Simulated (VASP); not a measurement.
Input of a VASP 6.6.1 run:

File INCAR:

```
PREC = Accurate
ENCUT = 520
EDIFF = 1E-6
ISMEAR = 0
SIGMA = 0.15
LREAL = False
LASPH = True
NELM = 60
ALGO = Fast
ISIF = 2
LWAVE = False
LCHARG = False
GGA = PS
NBANDS = 19
```

File KPOINTS:

```
regular mesh
0
Gamma
  18 18 10
```

Contents of POSCAR:

```
Ti
1.0
    2.9499978604      0.0000000000      0.0000000000
   -1.4749989302      2.5547730882      0.0000000000
    0.0000000000      0.0000000000      4.6860000000
Ti
2
Direct
    0.2892981114      0.5785962227      0.2500000000
    0.6666666667      0.3333333333      0.7500000000
```

Potentials or basis: VASP PAW PBE potentials, release 64 (Ti_sv).

Run with:

```bash
$ cat potpaw_PBE.64/Ti_sv/POTCAR > POTCAR
$ mpirun -np 1 vasp_std > vasp.out
```

**Question.** Predict the largest force.

**Answer.** 0.266 eV/Å.

**Question.** What does it give for the band gap on the k mesh?

**Answer.** Zero (bands 12 and 13 overlap by 1.02 eV).

**Question.** Predict the pressure.

**Answer.** -6.2 GPa.

Forces on the atoms (eV/Å):
```
Ti   0.000  0.266  0.000
Ti   0.000 -0.266  0.000
```

Caveat: the cell differs from its parent crystal (atom 1 (Ti) moved by (-0.225, +0.000) A along y and z); the cell stands under tension; the PAW data sets were made with another functional, which shifts forces and pressure a little.
